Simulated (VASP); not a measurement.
LiNbO3, 10 atoms in the cell. Symmetry: R3c, No. 161, trigonal system. Conventional cell: a = 5.359 Å, b = 5.359 Å, c = 13.357 Å, α = 90.00°, β = 90.00°, γ = 120.00°. Li (site symmetry 3) has 6 O at 2.13 to 2.25 Å within 2.8 Å. Within 2.5 Å of Nb (site symmetry 3) lie 6 O at 1.91 to 2.15 Å. O (site symmetry 1) has 2 Nb at 1.91 to 2.15 Å and 2 Li at 2.13 to 2.25 Å within 2.5 Å.  This cell differs from its parent crystal: volume 11.073 Å^3 an atom, c/a of the conventional cell 2.4925.

| Property | Result |
| --- | --- |
| Program | VASP 6.6.1 |
| Task | single point |
| Functional | PBE |
| Potentials or basis | VASP PAW PBE potentials, release 64 (Li_sv, Nb_sv, O) |
| Cutoff | 520 eV |
| k mesh | 6 × 6 × 6 |
| Occupations | gaussian, width 0.05 eV |
| Spin | no spin polarisation |
| Dipole correction | no |
| Further INCAR settings | ALGO = Normal; EDIFF = 1e-07; NBANDS = 45 |

Potentials or basis: VASP PAW PBE potentials, release 64 (Li_sv, Nb_sv, O).

The run is started by

```console
$ cat potpaw_PBE.64/Li_sv/POTCAR potpaw_PBE.64/Nb_sv/POTCAR potpaw_PBE.64/O/POTCAR > POTCAR
$ mpirun -np 1 vasp_std > vasp.out
```

Hardware: 1 thread of Intel(R) Xeon(R) 6975P-C (Granite Rapids), on a shared host.

Estimate the wall time of this run.

Run time: 88 s on 1 thread of Intel(R) Xeon(R) 6975P-C (Granite Rapids), on a shared host, peak memory 0.31 GiB. Counts: scf iterations 17, k points 32.
